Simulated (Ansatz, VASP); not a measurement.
**Zr: VASP beside Ansatz**

The input INCAR:

```
PREC = Accurate
ENCUT = 520
EDIFF = 1E-6
ISMEAR = -1
SIGMA = 0.05
LREAL = False
LASPH = True
NELM = 60
ALGO = Normal
ISIF = 2
LWAVE = False
LCHARG = False
GGA = PE
NBANDS = 12
```

File KPOINTS:

```
regular mesh
0
Gamma
  13 13 13
```

POSCAR

```
Zr
1.0
    0.0000000000      2.2721051755      2.2211750000
    2.2721051755      0.0000000000      2.2211750000
    2.2721051755      2.2721051755      0.0000000000
Zr
1
Direct
    0.0000000000      0.0000000000      0.0000000000
```

Input for Ansatz:

```yaml
crystal:
  lattice:
    - [0.0, 2.2721051755, 2.221175]
    - [2.2721051755, 0.0, 2.221175]
    - [2.2721051755, 2.2721051755, 0.0]
  atoms:
    - { symbol: Zr, position: [0.0, 0.0, 0.0] }
kpoints:
  mp_grid: { grid: [13, 13, 13] }
scf:
  occupations: { method: fermi_dirac, width: 0.05 }
hamiltonian:
  xc: pbe
  pseudopotentials: { kind: all_electron, lapw: { basis_error: 0.0005 } }
output:
  forces: true
  stress: true
  eigenvalues: true
```

Change from the starting cell: z stretched by -1.5 % at fixed volume.

Alike in both runs: task single point; functional PBE; k mesh 13 × 13 × 13; occupations fermi-dirac, width 0.05 eV; no spin polarisation.

|  | VASP | Ansatz |
| --- | --- | --- |
| version | VASP 6.6.1 | Ansatz 0.2.0 |
| potentials or method | VASP PAW PBE potentials, release 64 (Zr_sv), cutoff 520 eV | all-electron LAPW, scalar-relativistic |

```csv
,VASP,Ansatz,Ansatz less VASP
pressure (GPa),1.2,1.2,0.00
"traceless stress, the component that is largest in VASP (GPa)",0.34,0.34,-0.003
```

Ansatz ran all-electron here, and VASP with PAW potentials.
